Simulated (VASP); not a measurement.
# HfHF3 (P4mm) in VASP: relaxation of cell and atoms with PBE

Aim: the relaxation of cell and atoms of HfHF3 with PBE.

Everything below comes from runs of VASP 6.6.1. Logs are shortened: lines on timing, memory, paths and dates and some standing lists are left out, and cuts for length are marked.

**1. The cell of the first run**

Symmetry: P4mm, No. 99, tetragonal system. The conventional cell has a = 4.310 Å, b = 4.310 Å, c = 3.073 Å, α = 90.00°, β = 90.00°, γ = 90.00°. Hf (site symmetry 4mm) has 4 F at 2.16 Å within 2.9 Å. H (site symmetry 4mm) has 1 F at 0.94 Å within 1.3 Å. Within 2.9 Å of F (site symmetry 2mm) lie 2 Hf at 2.16 Å and 2 H at 2.25 Å and 4 F at 2.61 to 2.68 Å. F (site symmetry 4mm) has 1 H at 0.94 Å within 1.3 Å.

The cell was generated, and may not be a known phase.

**2. Relaxation of cell and atoms, PBE**

File INCAR:

```
PREC = Accurate ; ENCUT = 600
EDIFF = 1E-6 ; ISMEAR = 0
SIGMA = 0.1 ; LREAL = F
LASPH = T ; NELM = 100
ALGO = Normal ; ISIF = 3
LWAVE = F ; LCHARG = F
GGA = PE ; IBRION = 2
NSW = 100 ; EDIFFG = -0.01
```

File KPOINTS:

```
Automatic mesh
0
Gamma
  10 10 12
```

File POSCAR:

```
HfHF3
1.0
    4.3099338989      0.0000000000      0.0000000000
    0.0000000000      4.3099338989      0.0000000000
    0.0000000000      0.0000000000      3.0727419881
Hf H F
1 1 3
Direct
    0.0000000000      0.0000000000      0.7088751833
    0.5000000000      0.5000000000      0.4860617176
    0.0000000000      0.5000000000      0.6986076134
    0.5000000000      0.0000000000      0.6986076134
    0.5000000000      0.5000000000      0.1804478922
```

Potentials or basis: VASP PAW PBE potentials, release 64 (Hf_pv, H, F).

Command:

```bash
$ cat potpaw_PBE.64/Hf_pv/POTCAR potpaw_PBE.64/H/POTCAR potpaw_PBE.64/F/POTCAR > POTCAR
$ mpirun -np 1 vasp_std > vasp.out
```

OUTCAR:

```text
PREC = Accurate
   ENCUT = 600
   EDIFF = 1E-6
   ISMEAR = 0
   LREAL = F
   LASPH = T
   NELM = 100
   ISIF = 3
   GGA = PE
   IBRION = 2
   NSW = 100
   EDIFFG = -0.01

 ion  position               nearest neighbor table
   1  0.000  0.000  0.709-   3 2.16   4 2.16   3 2.16   4 2.16
   2  0.500  0.500  0.486-   5 0.94
   3  0.000  0.500  0.699-   1 2.16   1 2.16
   4  0.500  0.000  0.699-   1 2.16   1 2.16
   5  0.500  0.500  0.180-   2 0.94

  LATTYP: Found a simple tetragonal cell.
 ALAT       =     4.3099338989
 C/A-ratio  =     0.7129441101

  Lattice vectors:

 A1 = (   4.3099338989,   0.0000000000,   0.0000000000)
 A2 = (   0.0000000000,   4.3099338989,   0.0000000000)
 A3 = (   0.0000000000,   0.0000000000,   3.0727419881)

Analysis of symmetry for initial positions (statically):
=====================================================================
 Subroutine PRICEL returns:
 Original cell was already a primitive cell.

 Routine SETGRP: Setting up the symmetry group for a
 simple tetragonal supercell.

 Subroutine GETGRP returns: Found  8 space group operations
 (whereof  8 operations were pure point group operations)
 out of a pool of 16 trial point group operations.

The static configuration has the point symmetry C_4v.

Analysis of symmetry for dynamics (positions and initial velocities):
=====================================================================
 Subroutine PRICEL returns:
 Original cell was already a primitive cell.

 Routine SETGRP: Setting up the symmetry group for a
 simple tetragonal supercell.

 Subroutine GETGRP returns: Found  8 space group operations
 (whereof  8 operations were pure point group operations)
 out of a pool of 16 trial point group operations.

The dynamic configuration has the point symmetry C_4v.

 Subroutine INISYM returns: Found  8 space group operations
 (whereof  8 operations are pure point group operations),
 and found     1 'primitive' translations

----------------------------------------------------------------------------------------

                                     Primitive cell

  volume of cell :      57.0778

  direct lattice vectors                    reciprocal lattice vectors
     4.309933899  0.000000000  0.000000000     0.232022120  0.000000000  0.000000000
     0.000000000  4.309933899  0.000000000     0.000000000  0.232022120  0.000000000
     0.000000000  0.000000000  3.072741988     0.000000000  0.000000000  0.325442228

  length of vectors
     4.309933899  4.309933899  3.072741988     0.232022120  0.232022120  0.325442228

  position of ions in fractional coordinates (direct lattice)
     0.000000000  0.000000000  0.708875183
     0.500000000  0.500000000  0.486061718
     0.000000000  0.500000000  0.698607613
     0.500000000  0.000000000  0.698607613
     0.500000000  0.500000000  0.180447892

  ion indices of the primitive-cell ions
   primitive index   ion index
                 1           1
                 2           2
                 3           3
                 4           4
                 5           5

----------------------------------------------------------------------------------------

 KPOINTS: Automatic mesh

Automatic generation of k-mesh.
 Grid dimensions read from file:
 generate k-points for:   10   10   12

 Generating k-lattice:

  Cartesian coordinates                     Fractional coordinates (reciprocal lattice)
     0.023202212  0.000000000  0.000000000     0.100000000  0.000000000  0.000000000
     0.000000000  0.023202212  0.000000000     0.000000000  0.100000000  0.000000000
     0.000000000  0.000000000  0.027120186     0.000000000  0.000000000  0.083333333

  Length of vectors
     0.023202212  0.023202212  0.027120186

  Shift w.r.t. Gamma in fractional coordinates (k-lattice)
     0.000000000  0.000000000  0.000000000

 Subroutine IBZKPT returns following result:
 ===========================================

 Found    147 irreducible k-points:

 Following reciprocal coordinates:
            Coordinates               Weight
  0.000000  0.000000  0.000000      1.000000
  0.100000  0.000000  0.000000      4.000000
  0.200000  0.000000  0.000000      4.000000
  0.300000  0.000000  0.000000      4.000000
  0.400000  0.000000  0.000000      4.000000
  0.500000  0.000000  0.000000      2.000000
[... 16 lines left out ...]
  0.100000  0.000000  0.083333      8.000000
  0.200000  0.000000  0.083333      8.000000
 [... further k-points ...]
   k-points           NKPTS =    147   k-points in BZ     NKDIM =    147   number of bands    NBANDS=     20
   number of dos      NEDOS =    301   number of ions     NIONS =      5
   total plane-waves  NPLWV =  36288
   dimension x,y,z NGX =    36 NGY =   36 NGZ =   28
   dimension x,y,z NGXF=    72 NGYF=   72 NGZF=   56
   ions per type =               1   1   3
   NGX,Y,Z   is equivalent  to a cutoff of  13.89, 13.89, 15.15 a.u.
   NGXF,Y,Z  is equivalent  to a cutoff of  27.77, 27.77, 30.30 a.u.
 SYSTEM =  unknown system
   PREC   = accura    normal or accurate (medium, high low for compatibility)
   ISTART =      0    job   : 0-new  1-cont  2-samecut
   ICHARG =      2    charge: 1-file 2-atom 10-const
   ISPIN  =      1    spin polarized calculation?
   LNONCOLLINEAR =      F non collinear calculations
   LSORBIT =      F    spin-orbit coupling
   LASPH  =      T    aspherical Exc in radial PAW
   ENCUT  =  600.0 eV  44.10 Ry    6.64 a.u.   8.61  8.61  6.14*2*pi/ulx,y,z
   NELM   =    100;   NELMIN=  2; NELMDL= -5     # of ELM steps
   EDIFF  = 0.1E-05   stopping-criterion for ELM
   LREAL  =      F    real-space projection
   EDIFFG = -.1E-01   stopping-criterion for IOM
   NSW    =    100    number of steps for IOM
   IBRION =      2    ionic relax: 0-MD 1-quasi-New 2-CG
   NFREE  =      1    steps in history (QN), initial steepest desc. (CG)
   ISIF   =      3    stress and relaxation
   ISYM   =      2    0-nonsym 1-usesym 2-fastsym
   POTIM  = 0.5000    time-step for ionic-motion
   TEBEG  =    0.0;   TEEND  =   0.0 temperature during run
   PSTRESS=    0.0 pullay stress
   NELECT =      32.0000    total number of electrons
   NUPDOWN=      -1.0000    fix difference up-down
   EMIN   =  10.00;   EMAX   =-10.00  energy-range for DOS
   EFERMI =   0.00;   METHOD = LEGACY
   ISMEAR =     0;   SIGMA  =   0.10  broadening in eV -4-tet -1-fermi 0-gaus
   EFERMI_NEDOS =   21; number of points for ismear=-14 and -15
   IALGO  =     38    algorithm
   IMIX   =      4    mixing-type and parameters
     AMIX     =   0.40;   BMIX     =  1.00
     AMIX_MAG =   1.60;   BMIX_MAG =  1.00
  volume/ion in A,a.u.               =      11.42        77.04
  Fermi-wavevector in a.u.,A,eV,Ry     =   1.349902  2.550946 24.793034  1.822237
  Thomas-Fermi vector in A             =   2.477451
   LORBIT       =      0    0 simple, 1 ext, 2 COOP (PROOUT), +10 PAW based schemes
   GGA     = PE    functional components
   LHFCALC =     F    Hartree Fock is set to
   AEXX    =    0.0000 exact exchange contribution
   IVDW    =     0    specifies the selected vdW correction
   LEPSILON=     F    determine dielectric tensor
   LRPA    =     F    only Hartree local field effects (RPA)
 conjugate gradient relaxation of ions
 non-spin polarized calculation
 Gauss-broadening in eV      SIGMA  =   0.10
  energy-cutoff  :      600.00
  volume of cell :       57.08
 maximum number of plane-waves:      1936
 NGX is ok and might be reduce to    36
   NGX = 17   NGY = 17   NGZ = 13

--------------------------------------- Ionic step        1  -------------------------------------------

 number of electron      31.9999990 magnetization

 Free energy of the ion-electron system (eV)
  ---------------------------------------------------
  ext. energy  EPLUGINS =         0.00000000
  ---------------------------------------------------
  free energy    TOTEN  =       -29.19573325 eV

  energy without entropy =      -29.18865851  energy(sigma->0) =      -29.19219588

------------------------ aborting loop because EDIFF is reached ----------------------------------------

  FORCE on cell =-STRESS in cart. coord.  units (eV):
  Direction    XX          YY          ZZ          XY          YZ          ZX
  --------------------------------------------------------------------------------------
  -------------------------------------------------------------------------------------
  Total       -0.8444784     -0.8444784      1.0540136      0.0000000      0.0000000      0.0000000
  in kB      -23.7045564    -23.7045564     29.5862194      0.0000000      0.0000000      0.0000000
  external PRESSURE =      -5.9409645 kB  Pullay stress =       0.0000000 kB
[... 98 lines left out ...]
  FREE ENERGIE OF THE ION-ELECTRON SYSTEM (eV)
  ---------------------------------------------------
  free  energy   TOTEN  =       -29.2015490992 eV

  energy  without entropy=      -29.1944831061  energy(sigma->0) =      -29.19801610

[... ionic steps 4 to 23 ...]

--------------------------------------- Ionic step       24  -------------------------------------------

 number of electron      32.0000009 magnetization

------------------------ aborting loop because EDIFF is reached ----------------------------------------

  FORCE on cell =-STRESS in cart. coord.  units (eV):
  Direction    XX          YY          ZZ          XY          YZ          ZX
  --------------------------------------------------------------------------------------
  -------------------------------------------------------------------------------------
  Total       -0.0285308     -0.0285308      0.0891005      0.0000000      0.0000000      0.0000000
  in kB       -0.7968455     -0.7968455      2.4885195      0.0000000      0.0000000      0.0000000
  external PRESSURE =       0.2982762 kB  Pullay stress =       0.0000000 kB
[... 63 lines left out ...]
  energy  without entropy=      -29.2064557556  energy(sigma->0) =      -29.21002796

--------------------------------------- Ionic step       26  -------------------------------------------

 number of electron      32.0000010 magnetization

 Free energy of the ion-electron system (eV)
  ---------------------------------------------------
  ext. energy  EPLUGINS =         0.00000000
  ---------------------------------------------------
  free energy    TOTEN  =       -29.21362416 eV

  energy without entropy =      -29.20647975  energy(sigma->0) =      -29.21005195

 E-fermi :   4.6550     XC(G=0): -10.1243

 val. band max:        4.6510150603   @ k =   0.0000   0.0000   0.0000
 cond. band min:       4.6850884340   @ k =   0.0000   0.0000   0.0833
 fundamental gap:      0.0340733737
 Fermi energy:         4.6549764939

 k-point     1 :       0.0000    0.0000    0.0000
  band No.  band energies     occupation
      1     -28.4357      2.00000
      2     -28.4357      2.00000
      3     -27.5078      2.00000
      4     -23.4297      2.00000
      5     -22.1254      2.00000
      6     -22.0735      2.00000
[... 12 lines left out ...]
     19       6.8014      0.00000
[... 513 lines left out ...]
      4     -23.3634      2.00000
      5     -22.1337      2.00000
      6     -21.8974      2.00000
[... 12 lines left out ...]
     19       6.4944      0.00000
     20       6.7791      0.00000

 [... further k-points ...]
[... 5 lines left out ...]
  --------------------------------------------------------------------------------------
  -------------------------------------------------------------------------------------
  Total       -0.0169259     -0.0169259      0.0486322      0.0000000      0.0000000      0.0000000
  in kB       -0.4727307     -0.4727307      1.3582674      0.0000000      0.0000000      0.0000000
  external PRESSURE =       0.1376020 kB  Pullay stress =       0.0000000 kB
[... 20 lines left out ...]
  FREE ENERGIE OF THE ION-ELECTRON SYSTEM (eV)
  ---------------------------------------------------
  free  energy   TOTEN  =       -29.2136241601 eV

  energy  without entropy=      -29.2064797494  energy(sigma->0) =      -29.21005195

 reached required accuracy - stopping structural energy minimisation
```

It took 36 min on 1 thread of Intel Xeon 8259CL, shared host; peak memory 0.36 GiB.

What came out:

| Item | Value |
| --- | --- |
| Free energy | -29.2136 eV |
| Relaxed volume | 11.47 Å³/atom |
| Relaxed cell | a = 4.271 Å, b = 4.271 Å, c = 3.144 Å, α = 90.00°, β = 90.00°, γ = 90.00° |
| Space group after relaxing (to 0.1 Å) | P4mm (No. 99) |
| Energy gained by relaxing | 3.6 meV/atom |
| Ionic steps | 26 |
| Pressure after relaxing | 0.0 GPa |
| Largest force after relaxing | 0.004 eV/Å |
| Band gap on the k mesh | zero (bands 16 and 17 overlap by 1.29 eV) |

Forces in eV/Å, atoms in the order of the input:
```
Hf   0.000  0.000  0.004
H    0.000  0.000 -0.001
F    0.000  0.000 -0.001
F    0.000  0.000 -0.001
F    0.000  0.000 -0.003
```

Stress tensor (GPa, compression positive):
```
-0.05  0.00  0.00
 0.00 -0.05  0.00
 0.00  0.00  0.14
```

The path:
```csv
step,energy change (eV),largest force (eV/Å),pressure (GPa),volume (Å³)
1,0.0000,0.2842,-0.59,57.08
2,0.0099,1.4486,-0.82,56.72
3,-0.0058,0.4270,-0.75,56.95
4,-0.0135,0.0601,1.04,56.47
5,-0.0135,0.0778,0.94,56.49
6,-0.0156,0.0707,0.63,56.80
7,-0.0166,0.2002,0.31,57.13
8,-0.0171,0.1697,-0.25,57.37
9,-0.0172,0.0699,-0.08,57.30
10,-0.0173,0.0633,-0.10,57.34
11,-0.0175,0.0432,-0.15,57.45
12,-0.0172,0.0373,-0.19,57.67
13,-0.0175,0.0327,-0.16,57.50
14,-0.0175,0.0350,-0.13,57.49
15,-0.0176,0.0688,0.00,57.44
16,-0.0176,0.0635,0.00,57.44
17,-0.0176,0.0540,0.01,57.42
18,-0.0177,0.0277,0.09,57.36
19,-0.0176,0.0473,0.23,57.25
20,-0.0177,0.0194,0.15,57.32
21,-0.0177,0.0208,0.12,57.33
22,-0.0178,0.0257,0.07,57.34
23,-0.0179,0.0355,-0.04,57.37
24,-0.0178,0.0483,0.03,57.37
25,-0.0179,0.0058,0.00,57.37
26,-0.0179,0.0045,0.01,57.37
```

Final structure:
```
Hf H F
1.0
     4.27133    0.00000    0.00000
     0.00000    4.27133    0.00000
     0.00000    0.00000    3.14429
Hf H F
1 1 3
Direct
  0.00000 0.00000 0.71290
  0.50000 0.50000 0.47910
  0.00000 0.50000 0.70079
  0.50000 0.00000 0.70079
  0.50000 0.50000 0.17901
```

Caveat: spin-orbit coupling is left out, which moves the levels of the heavy elements.

The gap in the log of VASP goes by the Fermi energy; the results here count the filled bands.